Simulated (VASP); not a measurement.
## Ag: single point with PBE

Crystal: Ag.

```
CELL_PARAMETERS angstrom
0.00000 2.07240 2.07240
2.07240 0.00000 2.07240
2.07240 2.07240 0.00000
ATOMIC_POSITIONS crystal
Ag 0.00000 0.00000 0.00000
```

- Program: VASP 6.6.1
- Task: single point
- Functional: PBE
- Potentials or basis: VASP PAW PBE potentials, release 64 (Ag_sv_GW)
- Cutoff: 630 eV
- k mesh: 4 × 4 × 4
- Occupations: fermi-dirac, width 0.15 eV
- Spin: non-collinear spin, zero start, spin-orbit coupling
- Starting moments: [[0, 0, 0]] μB
- Dipole correction: no
- Further INCAR settings: ALGO = Normal; EDIFF = 1e-06; NBANDS = 30

```json
{
  "Pressure": "0.5 GPa",
  "Net moment": "0.00 μB per cell",
  "Valence electrons inside the program's atomic spheres": "Ag 16.69"
}
```

Moments on the atoms (μB; x, y, z):
```
Ag  0.00 0.00 0.00
```

It took 11 s on 1 thread of Intel(R) Xeon(R) Platinum 8488C (Sapphire Rapids) (shared host), peak memory 0.2 GiB.

Caveat: the k points lie up to 0.66 Å⁻¹ apart.
